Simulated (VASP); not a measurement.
# HC18F in VASP: a series of runs, part 2 of 2

VASP 6.6.1.

### 4 Single point, PBE+D3(BJ)

The input, INCAR:

```
SYSTEM = HC18F
  ALGO = Normal
  EDIFF = 1E-6
  ENCUT = 520
  GGA = PE
  ISIF = 2
  ISMEAR = 0
  IVDW = 12
  LASPH = .True.
  LCHARG = .False.
  LREAL = Auto
  LWAVE = .False.
  NBANDS = 56
  NELM = 80
  PREC = Accurate
  SIGMA = 0.02
```

The input, KPOINTS:

```
k-points
0
Gamma
  2 2 1
  0 0 0
```

The input, POSCAR:

```
HC18F
1.0
    7.3980000000      0.0000000000      0.0000000000
   -3.6990000000      6.4068560000      0.0000000000
    0.0000000000      0.0000000000     11.0000000000
C F H
18 1 1
Direct
    0.0176371770      0.0054065520      0.0856955455
    0.2373312390      0.1152496638      0.0856589091
    0.0161704196      0.3362967733      0.0857173636
    0.2385093269      0.4472316843      0.0857628182
    0.0151844509      0.6710055603      0.0857420000
    0.2394928468      0.7834049961      0.0857523636
    0.3495625377      0.0030634370      0.0855988182
    0.5721103634      0.1143223759      0.0855466364
    0.3485893894      0.3376175460      0.0856350000
    0.5730895582      0.4498782242      0.0856086364
    0.3507327911      0.6719632843      0.0860556364
    0.5709863128      0.7821007683      0.0858099091
    0.6821504427      0.0046985604      0.0855646364
    0.9064586104      0.1166355229      0.0856439091
    0.6842985659      0.3387374400      0.0856572727
    0.9040139003      0.4485903851      0.0857380909
    0.6831128452      0.6695552390      0.0856329091
    0.9054764793      0.7809702606      0.0856777273
    0.4511891598      0.7506394712      0.3694745455
    0.4479634510      0.7386295244      0.2843910000
```

Command:

```
> cat potpaw_PBE.64/C/POTCAR potpaw_PBE.64/F/POTCAR potpaw_PBE.64/H/POTCAR > POTCAR
> mpirun -np 1 vasp_std > vasp.out
```

Wall time 2.2 min (1 thread of Intel Xeon 6975P-C (Granite Rapids), shared host); peak memory 0.6 GiB.

It converged, with:

- Free energy: -175.2724 eV
- Largest force: 0.303 eV/Å
- Band gap on the k mesh: 0.19 eV, direct
- Dispersion energy per atom: -0.085 eV

Forces in eV/Å, atoms in the order of the input:
```
C   -0.015 -0.007  0.000
C    0.022 -0.006 -0.001
C   -0.012  0.012  0.001
C    0.006  0.023  0.002
C    0.018  0.003 -0.003
C   -0.013 -0.007  0.001
C   -0.012  0.011  0.002
C   -0.019  0.017 -0.001
C    0.013  0.007  0.004
C   -0.016 -0.011 -0.002
C   -0.014 -0.025 -0.005
C    0.023 -0.014  0.011
C    0.023  0.009  0.000
C   -0.003 -0.017 -0.001
C    0.002 -0.019  0.000
C    0.018 -0.001  0.002
C   -0.012  0.012  0.001
C   -0.008  0.015 -0.003
F   -0.007  0.022  0.295
H    0.008 -0.025 -0.302
```

Levels at points of the mesh, in eV from the valence-band top:
| k point | band 38 | band 39 | band 40 | band 41 | band 42 | band 43 |
| --- | --- | --- | --- | --- | --- | --- |
| (0.00, 0.00, 0.00) | -2.95 | -0.06 | 0.00 | 0.19 | 0.23 | 3.45 |
| (0.50, 0.00, 0.00) | -2.55 | -2.53 | -2.26 | 1.75 | 2.55 | 2.57 |
| (0.00, 0.50, 0.00) | -2.53 | -2.51 | -2.26 | 1.78 | 2.54 | 2.59 |
| (0.50, 0.50, 0.00) | -2.52 | -2.51 | -2.26 | 1.78 | 2.54 | 2.59 |

Caveat: the k points lie up to 0.49 Å⁻¹ apart.

### 5 Single point, PBE+D3(BJ)

The input, INCAR:

```
SYSTEM = HC18F
PREC = Accurate ; ENCUT = 520
EDIFF = 1E-7 ; ISMEAR = 0
SIGMA = 0.02 ; LREAL = Auto
LASPH = .True. ; NELM = 60
ALGO = Normal ; ISIF = 2
LWAVE = .False. ; LCHARG = .False.
GGA = PE ; IVDW = 12
NBANDS = 56
```

The input, KPOINTS:

```
Automatic mesh
0
Gamma
  2 2 1
  0 0 0
```

The input, POSCAR:

```
HC18F
1.0
    7.3980000000      0.0000000000      0.0000000000
   -3.6990000000      6.4068560000      0.0000000000
    0.0000000000      0.0000000000     11.0000000000
C F H
18 1 1
Direct
    0.0151052418     -0.0000977078      0.0857124545
    0.2357357482      0.1102262951      0.0856435455
    0.0148655614      0.3310990601      0.0856927273
    0.2358026341      0.4413584448      0.0857089091
    0.0128463434      0.6644528923      0.0855756364
    0.2376992750      0.7770116887      0.0854611818
    0.3482039220     -0.0022204339      0.0854176364
    0.5692830892      0.1083985655      0.0854809091
    0.3462157360      0.3311184144      0.0856887273
    0.5712321052      0.4435634264      0.0856876364
    0.3480159236      0.6663276028      0.0857361818
    0.5691734917      0.7768941584      0.0862384545
    0.6798164922     -0.0017476591      0.0857268182
    0.9047053174      0.1104187452      0.0857331818
    0.6818149994      0.3332701718      0.0855994545
    0.9024157871      0.4435752887      0.0856564545
    0.6817774402      0.6642223580      0.0858277273
    0.9026832326      0.7749076926      0.0856914545
    0.5195388599      0.8011469276      0.3694364545
    0.5282396427      0.7920713373      0.2846482727
```

Command:

```
> cat potpaw_PBE.64/C/POTCAR potpaw_PBE.64/F/POTCAR potpaw_PBE.64/H/POTCAR > POTCAR
> mpirun -np 1 vasp_std > vasp.out
```

Wall time 2.5 min (1 thread of Intel Xeon 6975P-C (Granite Rapids), shared host); peak memory 0.6 GiB.

The run converged. Its results:

```yaml
Free_energy: -175.2713 eV
Largest_force: 0.289 eV/Å
Band_gap_on_the_k_mesh: 0.20 eV, direct
Dispersion_energy_per_atom: -0.085 eV
```

Forces on the atoms (eV/Å):
```
C    0.000 -0.023  0.001
C    0.018 -0.013 -0.001
C   -0.018  0.011 -0.004
C   -0.005  0.027  0.000
C    0.026  0.013 -0.001
C   -0.020 -0.016  0.002
C   -0.012  0.008  0.003
C   -0.001  0.020 -0.002
C    0.021  0.013  0.005
C   -0.023 -0.009  0.000
C   -0.002 -0.020  0.005
C    0.013 -0.014 -0.014
C    0.015  0.011  0.007
C   -0.015 -0.004  0.001
C   -0.004 -0.019  0.000
C    0.024 -0.007  0.000
C   -0.022  0.003  0.003
C    0.003  0.022  0.003
F   -0.026  0.014  0.279
H    0.030 -0.017 -0.287
```

Levels at points of the mesh, in eV from the valence-band top:
| k point | band 38 | band 39 | band 40 | band 41 | band 42 | band 43 |
| --- | --- | --- | --- | --- | --- | --- |
| (0.00, 0.00, 0.00) | -2.94 | -0.04 | 0.00 | 0.20 | 0.23 | 3.45 |
| (0.50, 0.00, 0.00) | -2.53 | -2.51 | -2.25 | 1.77 | 2.54 | 2.59 |
| (0.00, 0.50, 0.00) | -2.53 | -2.51 | -2.25 | 1.77 | 2.54 | 2.60 |
| (0.50, 0.50, 0.00) | -2.53 | -2.49 | -2.25 | 1.78 | 2.57 | 2.59 |

Caveat: the k points lie up to 0.49 Å⁻¹ apart.

### 6 Single point, PBE+D3(BJ)

The input, INCAR:

```
SYSTEM = HC18F
ALGO = Normal
EDIFF = 1E-6
ENCUT = 520
GGA = PE
ISIF = 2
ISMEAR = 0
IVDW = 12
LASPH = .TRUE.
LCHARG = .TRUE.
LELF = .TRUE.
LREAL = Auto
LVHAR = .TRUE.
LWAVE = .FALSE.
NBANDS = 56
NELM = 60
PREC = Accurate
SIGMA = 0.02
```

The input, KPOINTS:

```
k-points
0
G
  2 2 1
  0 0 0
```

The input, POSCAR:

```
HC18F
1.0
    7.3980000000      0.0000000000      0.0000000000
   -3.6990000000      6.4068560000      0.0000000000
    0.0000000000      0.0000000000     11.0000000000
C F H
18 1 1
Direct
    0.0117814647     -0.0057312042      0.0855756364
    0.2346151855      0.1056872513      0.0856397273
    0.0133862365      0.3270349763      0.0856921818
    0.2329117311      0.4366731514      0.0856861818
    0.0110710007      0.6585980706      0.0855930000
    0.2351621617      0.7706784732      0.0855505455
    0.3466815571     -0.0063216654      0.0855570909
    0.5662575286      0.1036553654      0.0856655455
    0.3444075842      0.3252671825      0.0856991818
    0.5685859238      0.4372859324      0.0856639091
    0.3446820863      0.6606791225      0.0856747273
    0.5678878673      0.7721823309      0.0860039091
    0.6779525244     -0.0076986278      0.0858633636
    0.9022031948      0.1042174196      0.0856753636
    0.6784618318      0.3276479134      0.0856782727
    0.9012786550      0.4390209488      0.0856947273
    0.6802182338      0.6600877248      0.0856408182
    0.8997210839      0.7700961283      0.0855473636
    0.5999413961      0.8438681937      0.3698572727
    0.5990746291      0.8430684254      0.2844050000
```

Potentials or basis: VASP PAW PBE potentials, release 64 (C, F, H).

Command:

```
> cat potpaw_PBE.64/C/POTCAR potpaw_PBE.64/F/POTCAR potpaw_PBE.64/H/POTCAR > POTCAR
> mpirun -np 1 vasp_std > vasp.out
```

Run time: 2.3 min. Hardware: 1 thread of Intel Xeon 6975P-C (Granite Rapids), shared host; peak memory 0.59 GiB.

Results (log left out):

```
Free energy                : -175.2727 eV
Largest force              : 0.272 eV/Å
Band gap on the k mesh     : 0.19 eV, direct
Dispersion energy per atom : -0.085 eV
```

Forces on the atoms (eV/Å):
```
C    0.003 -0.017 -0.001
C    0.006 -0.010  0.002
C   -0.014 -0.004  0.002
C    0.004  0.007  0.004
C    0.007  0.010 -0.002
C   -0.012  0.003  0.000
C   -0.013  0.002  0.001
C    0.002  0.008  0.000
C    0.007  0.015  0.001
C   -0.019  0.001  0.001
C    0.010 -0.017 -0.003
C    0.001 -0.019  0.001
C    0.006  0.019  0.003
C   -0.004  0.013 -0.002
C    0.007 -0.010  0.000
C    0.018 -0.014  0.005
C   -0.017 -0.004 -0.002
C    0.008  0.013 -0.003
F   -0.002  0.005  0.265
H   -0.001 -0.001 -0.272
```

Levels at points of the mesh, in eV from the valence-band top:
| k point | band 37 | band 38 | band 39 | band 40 | band 41 | band 42 | band 43 | band 44 |
| --- | --- | --- | --- | --- | --- | --- | --- | --- |
| (0.00, 0.00, 0.00) | -2.95 | -2.95 | -0.06 | 0.00 | 0.19 | 0.22 | 3.45 | 4.79 |
| (0.50, 0.00, 0.00) | -2.58 | -2.52 | -2.51 | -2.26 | 1.77 | 2.53 | 2.58 | 2.64 |
| (0.00, 0.50, 0.00) | -2.58 | -2.55 | -2.53 | -2.26 | 1.75 | 2.53 | 2.57 | 2.64 |
| (0.50, 0.50, 0.00) | -2.58 | -2.53 | -2.51 | -2.26 | 1.77 | 2.54 | 2.58 | 2.63 |

Caveat: the k points lie up to 0.49 Å⁻¹ apart.

### 7 Single point, PBE+D3(BJ)

The input, INCAR:

```
ALGO = Normal ; EDIFF = 1E-7
ENCUT = 520 ; GGA = PE
ISIF = 2 ; ISMEAR = 0
IVDW = 12 ; LASPH = True
LCHARG = False ; LREAL = Auto
LWAVE = False ; NBANDS = 56
NELM = 100 ; PREC = Accurate
SIGMA = 0.02
```

The input, KPOINTS:

```
k-points
0
Gamma
  2 2 1
```

The input, POSCAR:

```
HC18F
1.0
    7.3980000000      0.0000000000      0.0000000000
   -3.6990000000      6.4068560000      0.0000000000
    0.0000000000      0.0000000000     11.0000000000
C F H
18 1 1
Direct
    0.0186320273      0.0076895750      0.0856828182
    0.2395369273      0.1181406294      0.0856168182
    0.0186175315      0.3389255198      0.0856544545
    0.2393014792      0.4490292899      0.0857230909
    0.0164907636      0.6721529249      0.0856978182
    0.2413657781      0.7848607804      0.0857241818
    0.3520444288      0.0058431156      0.0855388182
    0.5728602246      0.1161535393      0.0855120909
    0.3500013874      0.3387837966      0.0856571818
    0.5749435793      0.4513291699      0.0857009091
    0.3519149576      0.6742589501      0.0861185455
    0.5733205157      0.7849851784      0.0857566364
    0.6834919857      0.0057120060      0.0855645455
    0.9083039325      0.1180131097      0.0856270000
    0.6853000437      0.3410174975      0.0856807273
    0.9062212199      0.4514643376      0.0856882727
    0.6854934692      0.6722851271      0.0857242727
    0.9061975748      0.7828290506      0.0857010000
    0.3823985772      0.7315560081      0.3695920000
    0.3765125090      0.7209679756      0.2844027273
```

Command:

```
> cat potpaw_PBE.64/C/POTCAR potpaw_PBE.64/F/POTCAR potpaw_PBE.64/H/POTCAR > POTCAR
> mpirun -np 1 vasp_std > vasp.out
```

Run time: 2.5 min. Hardware: 1 thread of Intel Xeon 6975P-C (Granite Rapids), shared host; peak memory 0.59 GiB.

Results (log left out):

* Free energy: -175.2718 eV
* Largest force: 0.296 eV/Å
* Band gap on the k mesh: 0.19 eV, direct
* Dispersion energy per atom: -0.085 eV

Forces on the atoms (eV/Å):
```
C    0.004 -0.006  0.001
C    0.009 -0.008  0.004
C   -0.007 -0.003 -0.003
C    0.001  0.003 -0.002
C    0.006  0.009  0.000
C   -0.006  0.006  0.007
C   -0.003 -0.001  0.000
C   -0.004  0.002  0.004
C    0.003  0.002  0.001
C   -0.004  0.001  0.000
C    0.000 -0.005  0.001
C    0.005  0.000  0.000
C    0.000  0.009 -0.003
C   -0.007  0.003 -0.003
C    0.004 -0.008 -0.002
C    0.004 -0.008 -0.001
C   -0.010  0.002  0.000
C    0.006  0.003 -0.001
F    0.001  0.020  0.293
H   -0.002 -0.022 -0.295
```

Levels at points of the mesh, in eV from the valence-band top:
```
           k point  band 36  band 37  band 38  band 39  band 40  band 41  band 42  band 43  band 44  band 45
(0.00, 0.00, 0.00)    -4.34    -2.95    -2.94    -0.04     0.00     0.19     0.22     3.45     4.80     4.91
(0.50, 0.00, 0.00)    -2.60    -2.57    -2.53    -2.51    -2.25     1.77     2.54     2.59     2.64     2.68
(0.00, 0.50, 0.00)    -2.63    -2.56    -2.53    -2.50    -2.26     1.78     2.57     2.58     2.62     2.68
(0.50, 0.50, 0.00)    -2.60    -2.57    -2.54    -2.51    -2.25     1.77     2.53     2.59     2.64     2.68
```

Caveat: the k points lie up to 0.49 Å⁻¹ apart.
